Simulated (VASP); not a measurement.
Write the native input for VASP 6.6.1 that does the following.

```
Task                   : single point
Functional             : r2SCAN
Potentials or basis    : VASP PAW PBE potentials, release 64 (Ce, O)
Cutoff                 : 520 eV
k mesh                 : 9 × 9 × 9
Occupations            : fermi-dirac, width 0.05 eV
Spin                   : collinear spin, ferromagnetic start
Starting moments       : [1.0, 0.0, 0.0] μB
Dipole correction      : no
Further INCAR settings : ALGO = Normal; EDIFF = 1e-07; NBANDS = 23
```

CeO2:

```
Ce O
1.0
     0.00000    2.73923    2.73923
     2.73923    0.00000    2.73923
     2.73923    2.73923    0.00000
Ce O
1 2
Direct
  0.00000 0.00000 0.00000
  0.75000 0.75000 0.75000
  0.25000 0.25000 0.25000
```

These files were run (other wordings do the same):

POSCAR

```
CeO2
1.0
    0.0000000000      2.7392284221      2.7392284221
    2.7392284221      0.0000000000      2.7392284221
    2.7392284221      2.7392284221      0.0000000000
Ce O
1 2
Direct
    0.0000000000      0.0000000000      0.0000000000
    0.7500000000      0.7500000000      0.7500000000
    0.2500000000      0.2500000000      0.2500000000
```

INCAR.step1

```
SYSTEM = CeO2
PREC = Accurate
ENCUT = 520
ISMEAR = -1
SIGMA = 0.05
LREAL = .FALSE.
LASPH = .TRUE.
NELM = 150
ISPIN = 2
MAGMOM = 1 0 0
LMAXMIX = 6
NBANDS = 23
GGA = PE
ALGO = Normal
EDIFF = 1E-4
LWAVE = .TRUE.
LCHARG = .FALSE.
```

INCAR.step2

```
SYSTEM = CeO2
PREC = Accurate
ENCUT = 520
EDIFF = 1E-7
ISMEAR = -1
SIGMA = 0.05
LREAL = .FALSE.
LASPH = .TRUE.
NELM = 150
ALGO = Normal
ISIF = 2
LWAVE = .FALSE.
LCHARG = .FALSE.
ISPIN = 2
MAGMOM = 1 0 0
LORBIT = 11
LMAXMIX = 6
METAGGA = R2SCAN
LMIXTAU = .TRUE.
NBANDS = 23
ISTART = 1
```

KPOINTS

```
Automatic mesh
0
G
  9 9 9
  0 0 0
```

Potentials or basis: VASP PAW PBE potentials, release 64 (Ce, O).

Command:

```console
$ cat potpaw_PBE.64/Ce/POTCAR potpaw_PBE.64/O/POTCAR > POTCAR
$ cp INCAR.step1 INCAR
$ mpirun -np 1 vasp_std > vasp.out
$ cp INCAR.step2 INCAR
$ mpirun -np 1 vasp_std > vasp.out
```

It gave:

| Item | Value |
| --- | --- |
| Pressure | -4.3 GPa |
| Band gap on the k mesh | 2.15 eV (least direct gap 2.22 eV) |
| Net moment | 0.00 μB per cell |
| Valence electrons inside the program's atomic spheres | Ce 9.61; O 5.04 |

Caveat: the magnetic or orbital state may not be the lowest; the cell stands under tension; the moments typed at the start vanished in this run; the PAW data sets were made with another functional, which shifts forces and pressure a little; spin-orbit coupling is left out, which moves the levels of the heavy elements; an odd mesh through Γ misses points on the zone boundary, where band edges can lie.

Wall time 8.6 min on 1 thread of Intel Xeon 8259CL, on a shared host, peak memory 0.24 GiB.
